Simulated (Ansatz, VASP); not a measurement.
# PtSe in VASP and in Ansatz

The input POSCAR:

```
PtSe
1.0
    0.0000000000      2.7984111300      2.7984111300
    2.7984111300      0.0000000000      2.7984111300
    2.7984111300      2.7984111300      0.0000000000
Pt Se
1 1
Direct
    0.5000000000      0.5000000000      0.5000000000
    0.0000000000      0.0000000000      0.0000000000
```

INCAR.step1

```
SYSTEM = PtSe
ALGO = Normal ; EDIFF = 1E-5
ENCUT = 520 ; GGA = PE
ISIF = 2 ; ISMEAR = -1
LASPH = .TRUE. ; LREAL = .FALSE.
LWAVE = .TRUE. ; NBANDS = 15
NELM = 80 ; PREC = Accurate
SIGMA = 0.05
```

The input INCAR.step2:

```
SYSTEM = PtSe
AEXX = 0.2 ; AGGAC = 0.81
AGGAX = 0.72 ; ALDAC = 0.19
ALGO = Normal ; EDIFF = 1E-7
ENCUT = 520 ; GGA = B3
ISIF = 2 ; ISMEAR = -1
ISTART = 1 ; LASPH = .TRUE.
LCHARG = .TRUE. ; LELF = .TRUE.
LHFCALC = .TRUE. ; LREAL = .FALSE.
LVHAR = .TRUE. ; LWAVE = .FALSE.
NBANDS = 15 ; NELM = 80
PREC = Accurate ; PRECFOCK = Normal
SIGMA = 0.05
```

File KPOINTS:

```
k-points
0
G
  4 4 4
  0 0 0
```

The input input.yaml:

```yaml
crystal:
  lattice:
    - [0.0, 2.79841113, 2.79841113]
    - [2.79841113, 0.0, 2.79841113]
    - [2.79841113, 2.79841113, 0.0]
  atoms:
    - { symbol: Pt, position: [0.5, 0.5, 0.5] }
    - { symbol: Se, position: [0.0, 0.0, 0.0] }
hamiltonian:
  xc: b3lyp
  pseudopotentials: { kind: paw }
kpoints:
  mp_grid: { grid: [4, 4, 4] }
scf:
  occupations: { method: fermi_dirac, width: 0.05 }
output:
  forces: true
  stress: true
  eigenvalues: true
  write_density: true
  write_potential: true
  elf: true
  volumetric_format: npy
```

Alike in both runs: task single point; functional B3LYP; k mesh 4 × 4 × 4; occupations fermi-dirac, width 0.05 eV; no spin polarisation.

```csv
,VASP,Ansatz
version,VASP 6.6.1,Ansatz 0.2.0
potentials or method,"VASP PAW PBE potentials, release 64 (Pt, Se)",Ansatz PAW
plane-wave cutoff (eV),520,420
valence electrons in the cell,16,34
```

```tsv
	VASP	Ansatz	Ansatz less VASP
gap on the k mesh at the Fermi level (eV)	none	none	-
pressure (GPa)	-9.7	-9.8	-0.06
```

VASP's potentials were made for PBE, not for B3LYP. A gap of «none» marks a metal or a gap that the smearing closes. VASP's potentials hold 16 valence electrons a cell and Ansatz's 34, so a difference there can come from the potentials and not from the codes.

The k mesh is coarse, so the values compare programs but aren't converged. Neither program's run includes spin-orbit coupling.
